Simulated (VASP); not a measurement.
A run of VASP 6.6.1:

INCAR

```
PREC     = Accurate       # precision mode
ENCUT    = 520            # plane-wave cutoff, eV
EDIFF    = 1E-6           # SCF threshold, eV
ISMEAR   = -1             # smearing method
SIGMA    = 0.02           # smearing width, eV
LREAL    = False          # projectors in reciprocal space
LASPH    = True           # aspherical terms in the spheres
NELM     = 100            # most SCF steps
ALGO     = Normal         # electronic algorithm
ISIF     = 2              # what is computed and relaxed
LWAVE    = False          # write WAVECAR
LCHARG   = False          # write CHGCAR
GGA      = PE             # functional
NBANDS   = 16             # bands
```

The input KPOINTS:

```
regular mesh
0
Gamma
  8 8 8
```

Contents of POSCAR:

```
ZnSe
1.0
    0.0000000000      2.7743560587      2.8324206827
    2.7743560587      0.0000000000      2.8324206827
    2.7743560587      2.7743560587      0.0000000000
Zn Se
1 1
Direct
    0.0000000000      0.0000000000      0.0000000000
    0.2500000000      0.2500000000      0.2500000000
```

Potentials or basis: VASP PAW PBE potentials, release 64 (Zn, Se).

Run with:

```sh
$ cat potpaw_PBE.64/Zn/POTCAR potpaw_PBE.64/Se/POTCAR > POTCAR
$ mpirun -np 1 vasp_std > vasp.out
```

Hardware: 1 thread of Intel(R) Xeon(R) 6975P-C (Granite Rapids), on a shared host.

How long does it take, and how much memory?

It took 18 s on 1 thread of Intel(R) Xeon(R) 6975P-C (Granite Rapids), with other jobs on the host, peak memory 0.19 GiB. Counts: scf iterations 12, k points 59.
